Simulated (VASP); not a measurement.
# Mo (Im-3m) in VASP: notebook

The runs below take Mo through single point, with r2SCAN.

Everything below comes from runs of VASP 6.6.1. Logs are shortened: lines on timing, memory, paths and dates and some standing lists are left out, and cuts for length are marked.

**1. The cell of the first run**

It takes space group Im-3m (No. 229, cubic). Conventional cell: a = 3.153 Å, b = 3.153 Å, c = 3.153 Å, α = 90.00°, β = 90.00°, γ = 90.00°. Mo (site symmetry m-3m) has 14 Mo at 2.73 to 3.15 Å within 3.6 Å.

**2. Single point, r2SCAN**

Input file POSCAR:

```
Mo
1.0
   -1.5764210564      1.5764210564      1.5764210564
    1.5764210564     -1.5764210564      1.5764210564
    1.5764210564      1.5764210564     -1.5764210564
Mo
1
Direct
    0.0000000000      0.0000000000      0.0000000000
```

Input file INCAR.step1:

```
SYSTEM = Mo
  ALGO = Normal
  EDIFF = 1E-4
  ENCUT = 520
  GGA = PE
  ISMEAR = -1
  LASPH = .True.
  LCHARG = .False.
  LREAL = .False.
  LWAVE = .True.
  NBANDS = 13
  NELM = 60
  PREC = Accurate
  SIGMA = 0.1
```

Input file INCAR.step2:

```
SYSTEM = Mo
  ALGO = Normal
  EDIFF = 1E-7
  ENCUT = 520
  ISIF = 2
  ISMEAR = -1
  ISTART = 1
  LASPH = .True.
  LCHARG = .True.
  LELF = .True.
  LMIXTAU = .True.
  LREAL = .False.
  LVHAR = .True.
  LWAVE = .False.
  METAGGA = R2SCAN
  NBANDS = 13
  NELM = 60
  PREC = Accurate
  SIGMA = 0.1
```

Input file KPOINTS:

```
k-points
0
Gamma
  7 7 7
  0 0 0
```

Potentials or basis: VASP PAW PBE potentials, release 64 (Mo_sv).

Started as:

```console
> cat potpaw_PBE.64/Mo_sv/POTCAR > POTCAR
> cp INCAR.step1 INCAR
> mpirun -np 1 vasp_std > vasp.out
> cp INCAR.step2 INCAR
> mpirun -np 1 vasp_std > vasp.out
```

OUTCAR:

```text
SYSTEM = Mo
   EDIFF = 1E-7
   ENCUT = 520
   ISIF = 2
   ISMEAR = -1
   ISTART = 1
   LASPH = .True.
   LREAL = .False.
   METAGGA = R2SCAN
   NELM = 60
   PREC = Accurate

 ion  position               nearest neighbor table
   1  0.000  0.000  0.000-

  LATTYP: Found a body centered cubic cell.
 ALAT       =     3.1528421128

  Lattice vectors:

 A1 = (  -1.5764210564,   1.5764210564,   1.5764210564)
 A2 = (   1.5764210564,  -1.5764210564,   1.5764210564)
 A3 = (   1.5764210564,   1.5764210564,  -1.5764210564)

Analysis of symmetry for initial positions (statically):
=====================================================================
 Subroutine PRICEL returns:
 Original cell was already a primitive cell.

 Routine SETGRP: Setting up the symmetry group for a
 body centered cubic supercell.

 Subroutine GETGRP returns: Found 48 space group operations
 (whereof 48 operations were pure point group operations)
 out of a pool of 48 trial point group operations.

The static configuration has the point symmetry O_h .

Analysis of symmetry for dynamics (positions and initial velocities):
=====================================================================
 Subroutine PRICEL returns:
 Original cell was already a primitive cell.

 Routine SETGRP: Setting up the symmetry group for a
 body centered cubic supercell.

 Subroutine GETGRP returns: Found 48 space group operations
 (whereof 48 operations were pure point group operations)
 out of a pool of 48 trial point group operations.

The dynamic configuration has the point symmetry O_h .

 Subroutine INISYM returns: Found 48 space group operations
 (whereof 48 operations are pure point group operations),
 and found     1 'primitive' translations

----------------------------------------------------------------------------------------

                                     Primitive cell

  volume of cell :      15.6703

  direct lattice vectors                    reciprocal lattice vectors
    -1.576421056  1.576421056  1.576421056     0.000000000  0.317174145  0.317174145
     1.576421056 -1.576421056  1.576421056     0.317174145  0.000000000  0.317174145
     1.576421056  1.576421056 -1.576421056     0.317174145  0.317174145  0.000000000

  length of vectors
     2.730441364  2.730441364  2.730441364     0.448551977  0.448551977  0.448551977

  position of ions in fractional coordinates (direct lattice)
     0.000000000  0.000000000  0.000000000

  ion indices of the primitive-cell ions
   primitive index   ion index
                 1           1

----------------------------------------------------------------------------------------

 KPOINTS: k-points

Automatic generation of k-mesh.
 Grid dimensions read from file:
 generate k-points for:    7    7    7

 Generating k-lattice:

  Cartesian coordinates                     Fractional coordinates (reciprocal lattice)
     0.000000000  0.045310592  0.045310592     0.142857143  0.000000000  0.000000000
     0.045310592  0.000000000  0.045310592     0.000000000  0.142857143  0.000000000
     0.045310592  0.045310592  0.000000000     0.000000000  0.000000000  0.142857143

  Length of vectors
     0.064078854  0.064078854  0.064078854

  Shift w.r.t. Gamma in fractional coordinates (k-lattice)
     0.000000000  0.000000000  0.000000000

 Subroutine IBZKPT returns following result:
 ===========================================

 Found     20 irreducible k-points:

 Following reciprocal coordinates:
            Coordinates               Weight
  0.000000  0.000000  0.000000      1.000000
  0.142857  0.000000  0.000000     12.000000
  0.285714  0.000000  0.000000     12.000000
  0.428571  0.000000  0.000000     12.000000
  0.142857  0.142857  0.000000     24.000000
  0.285714  0.142857  0.000000     48.000000
[... 12 lines left out ...]
 -0.428571 -0.428571  0.285714      8.000000
 -0.428571  0.428571  0.428571      6.000000
   k-points           NKPTS =     20   k-points in BZ     NKDIM =     20   number of bands    NBANDS=     13
   number of dos      NEDOS =    301   number of ions     NIONS =      1
   total plane-waves  NPLWV =   8000
   dimension x,y,z NGX =    20 NGY =   20 NGZ =   20
   dimension x,y,z NGXF=    40 NGYF=   40 NGZF=   40
   ions per type =               1
   NGX,Y,Z   is equivalent  to a cutoff of  12.18, 12.18, 12.18 a.u.
   NGXF,Y,Z  is equivalent  to a cutoff of  24.35, 24.35, 24.35 a.u.
 SYSTEM =  Mo
   PREC   = accura    normal or accurate (medium, high low for compatibility)
   ISTART =      1    job   : 0-new  1-cont  2-samecut
   ICHARG =      0    charge: 1-file 2-atom 10-const
   ISPIN  =      1    spin polarized calculation?
   LNONCOLLINEAR =      F non collinear calculations
   LSORBIT =      F    spin-orbit coupling
   LASPH  =      T    aspherical Exc in radial PAW
   ENCUT  =  520.0 eV  38.22 Ry    6.18 a.u.   5.08  5.08  5.08*2*pi/ulx,y,z
   NELM   =     60;   NELMIN=  2; NELMDL=  0     # of ELM steps
   EDIFF  = 0.1E-06   stopping-criterion for ELM
   LREAL  =      F    real-space projection
   EDIFFG = 0.1E-05   stopping-criterion for IOM
   NSW    =      0    number of steps for IOM
   IBRION =     -1    ionic relax: 0-MD 1-quasi-New 2-CG
   NFREE  =      0    steps in history (QN), initial steepest desc. (CG)
   ISIF   =      2    stress and relaxation
   ISYM   =      2    0-nonsym 1-usesym 2-fastsym
   POTIM  = 0.5000    time-step for ionic-motion
   TEBEG  =    0.0;   TEEND  =   0.0 temperature during run
   PSTRESS=    0.0 pullay stress
   NELECT =      14.0000    total number of electrons
   NUPDOWN=      -1.0000    fix difference up-down
   EMIN   =  10.00;   EMAX   =-10.00  energy-range for DOS
   EFERMI =   0.00;   METHOD = LEGACY
   ISMEAR =    -1;   SIGMA  =   0.10  broadening in eV -4-tet -1-fermi 0-gaus
   EFERMI_NEDOS =   21; number of points for ismear=-14 and -15
   IALGO  =     38    algorithm
   IMIX   =      4    mixing-type and parameters
     AMIX     =   0.40;   BMIX     =  1.00
     AMIX_MAG =   1.60;   BMIX_MAG =  1.00
  volume/ion in A,a.u.               =      15.67       105.75
  Fermi-wavevector in a.u.,A,eV,Ry     =   1.576735  2.979596 33.825338  2.486092
  Thomas-Fermi vector in A             =   2.677523
   LORBIT       =      0    0 simple, 1 ext, 2 COOP (PROOUT), +10 PAW based schemes
   METAGGA = R2SCAN    functional components
   LHFCALC =     F    Hartree Fock is set to
   AEXX    =    0.0000 exact exchange contribution
   IVDW    =     0    specifies the selected vdW correction
   LEPSILON=     F    determine dielectric tensor
   LRPA    =     F    only Hartree local field effects (RPA)
 non-spin polarized calculation
  energy-cutoff  :      520.00
  volume of cell :       15.67
 maximum number of plane-waves:       431
   NGX = 11   NGY = 11   NGZ = 11

 number of electron      14.0000002 magnetization

 Free energy of the ion-electron system (eV)
  ---------------------------------------------------
  ext. energy  EPLUGINS =         0.00000000
  ---------------------------------------------------
  free energy    TOTEN  =       -26.05612037 eV

  energy without entropy =      -26.02377427  energy(sigma->0) =      -26.03994732

 E-fermi :  12.4957     XC(G=0): -14.6196

 val. band max:       12.3475041558   @ k =  -0.2857   0.2857   0.2857
 cond. band min:      12.4970390499   @ k =  -0.4286   0.4286   0.2857
 fundamental gap:      0.1495348941
 Fermi energy:        12.4957330427

 k-point     1 :       0.0000    0.0000    0.0000
  band No.  band energies     occupation
      1     -50.7055      2.00000
      2     -23.1844      2.00000
      3     -23.1844      2.00000
      4     -23.1844      2.00000
      5       4.8560      2.00000
      6      11.0975      2.00000
      7      11.0975      2.00000
      8      11.0975      2.00000
      9      14.4174      0.00000
     10      14.4174      0.00000
     11      28.0028      0.00000
     12      28.0028      0.00000
     13      28.0028      0.00000

 k-point     2 :       0.1429    0.0000    0.0000
  band No.  band energies     occupation
      1     -50.6519      2.00000
      2     -23.4828      2.00000
      3     -23.2762      2.00000
      4     -23.1866      2.00000
      5       5.7413      2.00000
      6      10.6082      2.00000
      7      10.9595      2.00000
      8      11.9640      1.99024
      9      13.8722      0.00000
     10      14.4407      0.00000
     11      28.5002      0.00000
     12      29.3986      0.00000
     13      29.5389      0.00000

 k-point     3 :       0.2857    0.0000    0.0000
  band No.  band energies     occupation
      1     -50.5297      2.00000
      2     -24.1230      2.00000
      3     -23.4777      2.00000
      4     -23.1919      2.00000
      5       7.1600      2.00000
      6       9.6697      2.00000
      7      11.1046      2.00000
      8      13.9346      0.00000
      9      14.2932      0.00000
     10      14.6525      0.00000
     11      27.4314      0.00000
     12      28.6956      0.00000
     13      33.4652      0.00000
[... 241 lines left out ...]
 k-point    19 :      -0.4286   -0.4286    0.2857
  band No.  band energies     occupation
      1     -50.2670      2.00000
      2     -24.2453      2.00000
      3     -24.2453      2.00000
      4     -23.8718      2.00000
      5       7.8175      2.00000
      6       7.8175      2.00000
      7      12.5746      0.62503
      8      15.6971      0.00000
      9      15.6971      0.00000
     10      23.1296      0.00000
     11      23.1296      0.00000
     12      23.4320      0.00000
     13      33.0345      0.00000

 k-point    20 :      -0.4286    0.4286    0.4286
  band No.  band energies     occupation
      1     -50.2332      2.00000
      2     -24.2136      2.00000
      3     -24.1583      2.00000
      4     -24.1583      2.00000
      5       7.1318      2.00000
      6       7.2753      2.00000
      7      15.5144      0.00000
      8      15.5144      0.00000
      9      16.2553      0.00000
     10      20.8004      0.00000
     11      23.6138      0.00000
     12      23.6138      0.00000
     13      32.7331      0.00000

------------------------ aborting loop because EDIFF is reached ----------------------------------------

  FORCE on cell =-STRESS in cart. coord.  units (eV):
  Direction    XX          YY          ZZ          XY          YZ          ZX
  --------------------------------------------------------------------------------------
  -------------------------------------------------------------------------------------
  Total        0.1088084      0.1088084      0.1088084     -0.0000000     -0.0000000      0.0000000
  in kB       11.1249105     11.1249105     11.1249105     -0.0000000     -0.0000000      0.0000000
  external PRESSURE =      11.1249105 kB  Pullay stress =       0.0000000 kB

 VOLUME and BASIS-vectors are now :
 -----------------------------------------------------------------------------
  energy-cutoff  :      520.00
  volume of cell :       15.67
      direct lattice vectors                 reciprocal lattice vectors
    -1.576421056  1.576421056  1.576421056     0.000000000  0.317174145  0.317174145
     1.576421056 -1.576421056  1.576421056     0.317174145  0.000000000  0.317174145
     1.576421056  1.576421056 -1.576421056     0.317174145  0.317174145  0.000000000

 POSITION                                       TOTAL-FORCE (eV/Angst)
 -----------------------------------------------------------------------------------
      0.00000      0.00000      0.00000         0.000000     -0.000000     -0.000000
 -----------------------------------------------------------------------------------
    total drift:                                0.000000      0.000000      0.000000

  FREE ENERGIE OF THE ION-ELECTRON SYSTEM (eV)
  ---------------------------------------------------
  free  energy   TOTEN  =       -26.0561203671 eV

  energy  without entropy=      -26.0237742723  energy(sigma->0) =      -26.03994732
```

Wall time 12 s (1 thread of Intel Xeon 6975P-C (Granite Rapids), shared host); peak memory 0.12 GiB.

Results:

* Free energy: -26.0561 eV
* Pressure: 1.1 GPa
* Band gap on the k mesh: zero (band 7 reaches 15.51 eV, above the bottom of band 8 at 11.10 eV)

Caveat: the k points lie up to 0.40 Å⁻¹ apart; the PAW data sets were made with another functional, which shifts forces and pressure a little.

**3. Single point, r2SCAN**

Input file POSCAR:

```
Mo
1.0
   -1.5764210372      1.5764210372      1.5764210372
    1.5764210372     -1.5764210372      1.5764210372
    1.5764210372      1.5764210372     -1.5764210372
Mo
1
Direct
    0.0000000000      0.0000000000      0.0000000000
```

Input file INCAR.step1:

```
PREC = Accurate ; ENCUT = 520
ISMEAR = -1 ; SIGMA = 0.1
LREAL = F ; LASPH = T
NELM = 80 ; NBANDS = 13
GGA = PE ; ALGO = Normal
EDIFF = 1E-4 ; LWAVE = T
LCHARG = F
```

Input file INCAR.step2:

```
PREC = Accurate ; ENCUT = 520
EDIFF = 1E-7 ; ISMEAR = -1
SIGMA = 0.1 ; LREAL = F
LASPH = T ; NELM = 80
ALGO = Normal ; ISIF = 2
LWAVE = F ; LCHARG = T
METAGGA = R2SCAN ; LMIXTAU = T
LELF = T ; LVHAR = T
NBANDS = 13 ; ISTART = 1
```

Input file KPOINTS:

```
regular mesh
0
Gamma
  2 2 2
```

Potentials or basis: VASP PAW PBE potentials, release 64 (Mo_sv).

Started as:

```console
> cat potpaw_PBE.64/Mo_sv/POTCAR > POTCAR
> cp INCAR.step1 INCAR
> mpirun -np 1 vasp_std > vasp.out
> cp INCAR.step2 INCAR
> mpirun -np 1 vasp_std > vasp.out
```

OUTCAR:

```text
PREC = Accurate
   ENCUT = 520
   EDIFF = 1E-7
   ISMEAR = -1
   LREAL = F
   LASPH = T
   NELM = 80
   ISIF = 2
   METAGGA = R2SCAN
   ISTART = 1

 ion  position               nearest neighbor table
   1  0.000  0.000  0.000-

  LATTYP: Found a body centered cubic cell.
 ALAT       =     3.1528420744

  Lattice vectors:

 A1 = (  -1.5764210372,   1.5764210372,   1.5764210372)
 A2 = (   1.5764210372,  -1.5764210372,   1.5764210372)
 A3 = (   1.5764210372,   1.5764210372,  -1.5764210372)

Analysis of symmetry for initial positions (statically):
=====================================================================
 Subroutine PRICEL returns:
 Original cell was already a primitive cell.

 Routine SETGRP: Setting up the symmetry group for a
 body centered cubic supercell.

 Subroutine GETGRP returns: Found 48 space group operations
 (whereof 48 operations were pure point group operations)
 out of a pool of 48 trial point group operations.

The static configuration has the point symmetry O_h .

[... 142 lines left out ...]
 k-point     1 :       0.0000    0.0000    0.0000
  band No.  band energies     occupation
      1     -51.0411      2.00000
      2     -23.4805      2.00000
      3     -23.4805      2.00000
      4     -23.4805      2.00000
      5       4.8199      2.00000
      6      10.8930      2.00000
      7      10.8930      2.00000
      8      10.8930      2.00000
      9      14.3045      0.27177
     10      14.3045      0.27175
     11      28.0477      0.00000
     12      28.0477      0.00000
     13      28.0477      0.00000
[... 18 lines left out ...]
  band No.  band energies     occupation
      1     -50.5546      2.00000
      2     -24.4980      2.00000
      3     -24.4980      2.00000
      4     -24.4980      2.00000
      5       6.8638      2.00000
      6       6.8638      2.00000
      7      16.4327      0.00000
      8      16.4327      0.00000
      9      16.4327      0.00000
     10      21.8660      0.00000
     11      21.8660      0.00000
     12      21.8660      0.00000
     13      33.4824      0.00000

------------------------ aborting loop because EDIFF is reached ----------------------------------------

  FORCE on cell =-STRESS in cart. coord.  units (eV):
  Direction    XX          YY          ZZ          XY          YZ          ZX
  --------------------------------------------------------------------------------------
  -------------------------------------------------------------------------------------
  Total        1.5183299      1.5183299      1.5183299     -0.0000000     -0.0000000      0.0000000
  in kB      155.2387281    155.2387281    155.2387281     -0.0000000     -0.0000000      0.0000000
  external PRESSURE =     155.2387281 kB  Pullay stress =       0.0000000 kB

 VOLUME and BASIS-vectors are now :
 -----------------------------------------------------------------------------
  energy-cutoff  :      520.00
  volume of cell :       15.67
      direct lattice vectors                 reciprocal lattice vectors
    -1.576421037  1.576421037  1.576421037     0.000000000  0.317174148  0.317174148
     1.576421037 -1.576421037  1.576421037     0.317174148  0.000000000  0.317174148
     1.576421037  1.576421037 -1.576421037     0.317174148  0.317174148  0.000000000

 POSITION                                       TOTAL-FORCE (eV/Angst)
 -----------------------------------------------------------------------------------
      0.00000      0.00000      0.00000        -0.000000      0.000000      0.000000
 -----------------------------------------------------------------------------------
    total drift:                                0.000000     -0.000000      0.000000

  FREE ENERGIE OF THE ION-ELECTRON SYSTEM (eV)
  ---------------------------------------------------
  free  energy   TOTEN  =       -24.9224088871 eV

  energy  without entropy=      -24.7345155112  energy(sigma->0) =      -24.82846220
```

OSZICAR.step1:

```text
N       E                     dE             d eps       ncg     rms          rms(c)
DAV:   1     0.934804877001E+02    0.93480E+02   -0.76896E+03    78   0.109E+03
DAV:   2    -0.960629980263E+01   -0.10309E+03   -0.99850E+02    93   0.320E+02
DAV:   3    -0.107810112527E+02   -0.11747E+01   -0.11701E+01    78   0.323E+01
DAV:   4    -0.107829890698E+02   -0.19778E-02   -0.19778E-02    88   0.167E+00
DAV:   5    -0.107829979077E+02   -0.88379E-05   -0.88398E-05    70   0.110E-01    0.200E+01
DAV:   6    -0.982465549318E+01    0.95834E+00   -0.13009E+00    78   0.136E+01    0.595E+00
DAV:   7    -0.981671923523E+01    0.79363E-02   -0.49761E-02    78   0.231E+00    0.303E+00
DAV:   8    -0.982318362837E+01   -0.64644E-02   -0.12391E-03    88   0.378E-01    0.326E+00
DAV:   9    -0.980444903367E+01    0.18735E-01   -0.32467E-02    78   0.201E+00    0.215E-01
DAV:  10    -0.980434329463E+01    0.10574E-03   -0.20042E-04    65   0.161E-01    0.897E-02
DAV:  11    -0.980430290556E+01    0.40389E-04   -0.29947E-05    39   0.512E-02
   1 F= -.98043029E+01 E0= -.96893350E+01  d E =-.229936E+00
```

It took 11 s on 1 thread of Intel Xeon Platinum 8259CL at 2.50GHz (Skylake/Cascade Lake), shared host; peak memory 0.12 GiB.

Results:

```
Free energy            : -24.9224 eV
Pressure               : 15.5 GPa
Band gap on the k mesh : zero (band 7 reaches 16.43 eV, above the bottom of band 8 at 10.89 eV)
```

Caveat: the k points lie up to 1.41 Å⁻¹ apart; the PAW data sets were made with another functional, which shifts forces and pressure a little.

[end of part 1 of 2]
